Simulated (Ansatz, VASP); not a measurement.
CaSn3Se4: VASP beside Ansatz

The input POSCAR:

```
CaSn3Se4
1.0
    6.0632389230      0.0000000000      0.0000000000
    0.0000000000      6.0632389230      0.0000000000
    0.0000000000      0.0000000000      6.0632389230
Sn Se Ca
3 4 1
Direct
    0.5000000000      0.0000000000      0.0000000000
    0.0000000000      0.5000000000      0.0000000000
    0.0000000000      0.0000000000      0.5000000000
    0.0000000000      0.5000000000      0.5000000000
    0.5000000000      0.0000000000      0.5000000000
    0.5000000000      0.5000000000      0.0000000000
    0.0000000000      0.0000000000      0.0000000000
    0.5000000000      0.5000000000      0.5000000000
```

Contents of INCAR.step1:

```
PREC = Accurate ; ENCUT = 520
ISMEAR = -1 ; SIGMA = 0.02
LREAL = F ; LASPH = T
NELM = 80 ; NBANDS = 48
GGA = PE ; ALGO = Normal
EDIFF = 1E-4 ; LWAVE = T
LCHARG = F
```

The input INCAR.step2:

```
PREC = Accurate ; ENCUT = 520
EDIFF = 1E-7 ; ISMEAR = -1
SIGMA = 0.02 ; LREAL = F
LASPH = T ; NELM = 80
ALGO = Normal ; ISIF = 2
LWAVE = F ; LCHARG = F
METAGGA = R2SCAN ; LMIXTAU = T
NBANDS = 48 ; ISTART = 1
```

Contents of KPOINTS:

```
regular mesh
0
Gamma
  4 4 4
```

Input for Ansatz:

```yaml
crystal:
  lattice:
    - [6.063238923, 0.0, 0.0]
    - [0.0, 6.063238923, 0.0]
    - [0.0, 0.0, 6.063238923]
  atoms:
    - { symbol: Sn, position: [0.5, 0.0, 0.0] }
    - { symbol: Se, position: [0.0, 0.5, 0.5] }
    - { symbol: Sn, position: [0.0, 0.5, 0.0] }
    - { symbol: Se, position: [0.5, 0.0, 0.5] }
    - { symbol: Sn, position: [0.0, 0.0, 0.5] }
    - { symbol: Se, position: [0.5, 0.5, 0.0] }
    - { symbol: Ca, position: [0.5, 0.5, 0.5] }
    - { symbol: Se, position: [0.0, 0.0, 0.0] }
kpoints:
  mp_grid: { grid: [4, 4, 4] }
hamiltonian:
  xc: r2scan
scf:
  occupations: { method: fermi_dirac, width: 0.02 }
  n_extra_bands: 6
output:
  forces: true
  stress: true
  eigenvalues: true
```

Alike in both runs: task single point; functional r2SCAN; k mesh 4 × 4 × 4; occupations fermi-dirac, width 0.02 eV; no spin polarisation.

|  | VASP | Ansatz |
| --- | --- | --- |
| version | VASP 6.6.1 | Ansatz 0.2.0 |
| potentials or method | VASP PAW PBE potentials, release 64 (Sn_d, Se, Ca_sv) | plane waves, PAW |
| plane-wave cutoff (eV) | 520 | 500 |
| valence electrons in the cell | 76 | 116 |

|  | VASP | Ansatz | Ansatz less VASP |
| --- | --- | --- | --- |
| pressure (GPa) | -1.4 | -1.4 | -0.04 |

VASP's potentials were made for PBE, not for r2SCAN. VASP's potentials hold 76 valence electrons a cell and Ansatz's 116, so a difference there can come from the potentials and not from the codes.
